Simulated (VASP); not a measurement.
A run of VASP 6.6.1 is set up as follows.

File INCAR:

```
SYSTEM = SnO
PREC = Accurate
ENCUT = 520
EDIFF = 1E-7
ISMEAR = 0
SIGMA = 0.01
LREAL = .FALSE.
LASPH = .TRUE.
NELM = 60
ALGO = Normal
ISIF = 2
LWAVE = .FALSE.
LCHARG = .TRUE.
GGA = CA
LELF = .TRUE.
LVHAR = .TRUE.
NBANDS = 28
```

Contents of KPOINTS:

```
Automatic mesh
0
G
  6 4 6
  0 0 0
```

File POSCAR:

```
SnO
1.0
    3.3550050000      0.0000000000      0.0000000000
    0.0000000000      5.6741040000      0.0000000000
    0.0000000000      0.0000000000      4.2219700000
Sn O
2 2
Direct
    0.0000000000      0.2319090000      0.5131440000
    0.5000000000      0.7680910000      0.0131440000
    0.0000000000      0.8912500000      0.7368570000
    0.5000000000      0.1087500000      0.2368570000
```

Potentials or basis: VASP PAW LDA potentials, release 64 (Sn_d, O).

Launch:

```bash
$ cat potpaw_LDA.64/Sn_d/POTCAR potpaw_LDA.64/O/POTCAR > POTCAR
$ mpirun -np 1 vasp_std > vasp.out
```

Q: What does it give for the largest force?

A: 0.647 eV/Å.

Q: Predict the band gap on the k mesh.

A: 1.60 eV, indirect (least direct gap 2.35 eV).

Q: Predict the pressure.

A: -5.2 GPa.

Forces in eV/Å, atoms in the order of the input:
```
Sn   0.000 -0.618 -0.191
Sn   0.000  0.618 -0.191
O    0.000  0.177  0.191
O    0.000 -0.177  0.191
```

Caveat: spin-orbit coupling is left out, which moves the levels of the heavy elements. A k mesh can miss the band edges.
